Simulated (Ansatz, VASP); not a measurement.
Ni: VASP beside Ansatz

The input INCAR:

```
SYSTEM = Ni
ALGO = Normal
EDIFF = 1E-6
ENCUT = 520
GGA = PS
ISIF = 2
ISMEAR = -1
ISPIN = 2
LASPH = .True.
LCHARG = .False.
LMAXMIX = 4
LORBIT = 11
LREAL = .False.
LWAVE = .False.
MAGMOM = 1
NBANDS = 15
NELM = 150
PREC = Accurate
SIGMA = 0.05
```

KPOINTS

```
k-points
0
Gamma
  20 20 20
  0 0 0
```

The input POSCAR:

```
Ni
1.0
    0.0000000000      1.5520100705      1.5520100705
    1.5520100705      0.0000000000      1.5520100705
    1.5520100705      1.5520100705      0.0000000000
Ni
1
Direct
    0.0000000000      0.0000000000      0.0000000000
```

Input for Ansatz:

```yaml
crystal:
  lattice:
    - [0.0, 1.5520100705, 1.5520100705]
    - [1.5520100705, 0.0, 1.5520100705]
    - [1.5520100705, 1.5520100705, 0.0]
  atoms:
    - { symbol: Ni, position: [0.0, 0.0, 0.0], spin: 1.0 }
magnetization:
  spin_polarized: true
kpoints:
  mp_grid: { grid: [20, 20, 20] }
scf:
  occupations: { method: fermi_dirac, width: 0.05 }
hamiltonian:
  xc: pbesol
  pseudopotentials: { kind: all_electron, lapw: { basis_error: 0.001 } }
output:
  forces: true
  stress: true
  eigenvalues: true
  populations: true
```

Change from the starting cell: volume scaled by 0.72, LAPW.

Alike in both runs: task single point; functional PBEsol; k mesh 20 × 20 × 20; occupations fermi-dirac, width 0.05 eV; collinear spin.

|  | VASP | Ansatz |
| --- | --- | --- |
| version | VASP 6.6.1 | Ansatz 0.2.0 |
| potentials or method | VASP PAW PBE potentials, release 64 (Ni), cutoff 520 eV | all-electron LAPW, scalar-relativistic |

Ansatz gave:

* pressure (GPa): 165.8
* net moment per atom (μB): 0.50
* size of the moment on the site where the two differ most (μB): 0.51

Which values does VASP return?

Pressure (GPa): 165.0; net moment per atom (μB): 0.49; size of the moment on the site where the two differ most (μB): 0.47.

VASP's potentials were made for PBE, not for PBEsol. Site moments also hang on the region over which each program counts them. Both programs put the cell under a high pressure, so it lies far from rest at this level. Ansatz ran all-electron here, and VASP with PAW potentials.

Noted on VASP's run: the cell as given lies far from equilibrium.
